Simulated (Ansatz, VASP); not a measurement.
AlNi3: VASP beside Ansatz

File INCAR:

```
SYSTEM = AlNi3
PREC     = Accurate       ! precision mode
ENCUT    = 520            ! plane-wave cutoff, eV
EDIFF    = 1E-7           ! SCF threshold, eV
ISMEAR   = 0              ! smearing method
SIGMA    = 0.15           ! smearing width, eV
LREAL    = .False.        ! projectors in reciprocal space
LASPH    = .True.         ! aspherical terms in the spheres
NELM     = 80             ! most SCF steps
ALGO     = Fast           ! electronic algorithm
ISIF     = 2              ! what is computed and relaxed
LWAVE    = .False.        ! write WAVECAR
LCHARG   = .True.         ! write CHGCAR
GGA      = PS             ! functional
LELF     = .True.         ! ELF
LVHAR    = .True.       
NBANDS   = 24             ! bands
```

KPOINTS

```
regular mesh
0
Gamma
  14 14 14
  0 0 0
```

POSCAR

```
AlNi3
1.0
    0.0000000000      2.7984078593      2.7984078593
    2.7984078593      0.0000000000      2.7984078593
    2.7984078593      2.7984078593      0.0000000000
Al Ni
1 3
Direct
    0.5000000000      0.5000000000      0.5000000000
    0.2500000000      0.2500000000      0.2500000000
    0.0000000000      0.0000000000      0.0000000000
    0.7500000000      0.7500000000      0.7500000000
```

Input for Ansatz:

```yaml
crystal:
  lattice:
    - [0.0, 2.7984078565, 2.7984078565]
    - [2.7984078565, 0.0, 2.7984078565]
    - [2.7984078565, 2.7984078565, 0.0]
  atoms:
    - { symbol: Al, position: [0.5, 0.5, 0.5] }
    - { symbol: Ni, position: [0.25, 0.25, 0.25] }
    - { symbol: Ni, position: [0.0, 0.0, 0.0] }
    - { symbol: Ni, position: [0.75, 0.75, 0.75] }
basis:
  ecutwfc: 420
kpoints:
  mp_grid: { grid: [14, 14, 14] }
hamiltonian:
  xc: pbesol
scf:
  occupations: { method: gaussian, width: 0.15 }
output:
  forces: true
  stress: true
  eigenvalues: true
  write_density: true
  write_potential: true
  elf: true
  volumetric_format: npy
```

Alike in both runs: task single point; functional PBEsol; k mesh 14 × 14 × 14; occupations gaussian, width 0.15 eV; no spin polarisation.

|  | VASP | Ansatz |
| --- | --- | --- |
| version | VASP 6.6.1 | Ansatz 0.2.0 |
| potentials or method | VASP PAW PBE potentials, release 64 (Al, Ni), cutoff 520 eV | scalar-relativistic, plane waves, PAW |
| valence electrons in the cell | 33 | 57 |

|  | VASP | Ansatz | Ansatz less VASP |
| --- | --- | --- | --- |
| gap on the k mesh at the Fermi level (eV) | none | none | - |
| pressure (GPa) | 0.1 | 0.1 | -0.08 |

VASP's potentials were made for PBE, not for PBEsol. A gap of «none» marks a metal or a gap that the smearing closes. With one functional, cell and mesh, what is left measures potentials, basis and numerics. VASP's potentials hold 33 valence electrons a cell and Ansatz's 57, so a difference there can come from the potentials and not from the codes.
